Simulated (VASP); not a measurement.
A run of VASP 6.6.1:

File INCAR:

```
SYSTEM = BAs
PREC = Accurate
ENCUT = 500
EDIFF = 1E-7
ISMEAR = 0
SIGMA = 0.2
LREAL = .FALSE.
LASPH = .TRUE.
NELM = 120
ALGO = Normal
ISIF = 3
LWAVE = .FALSE.
LCHARG = .FALSE.
GGA = PE
IBRION = 2
NSW = 36
EDIFFG = -0.08
GGA_COMPAT = .FALSE.
NELMIN = 4
```

File KPOINTS:

```
Automatic mesh
0
G
  7 7 7
  0 0 0
```

POSCAR

```
BAs
1.0
    0.0000000000      2.3383439100      2.3383439100
    2.3383439100      0.0000000000      2.3383439100
    2.3383439100      2.3383439100      0.0000000000
B As
1 1
Direct
    0.5000000000      0.5000000000      0.5000000000
    0.0000000000      0.0000000000      0.0000000000
```

Potentials or basis: VASP PAW PBE potentials, release 64 (B, As).

Launch:

```console
$ cat potpaw_PBE.64/B/POTCAR potpaw_PBE.64/As/POTCAR > POTCAR
$ mpirun -np 1 vasp_std > vasp.out
```

Hardware: 1 thread of Intel(R) Xeon(R) Platinum 8259CL CPU @ 2.50GHz (Skylake/Cascade Lake), with other jobs on the host.

How long does it take, and how much memory?

Wall time 19 s on 1 thread of Intel(R) Xeon(R) Platinum 8259CL CPU @ 2.50GHz (Skylake/Cascade Lake) (shared host), peak memory 0.14 GiB. Counts: scf iterations 26, k points 20, ion steps 3.
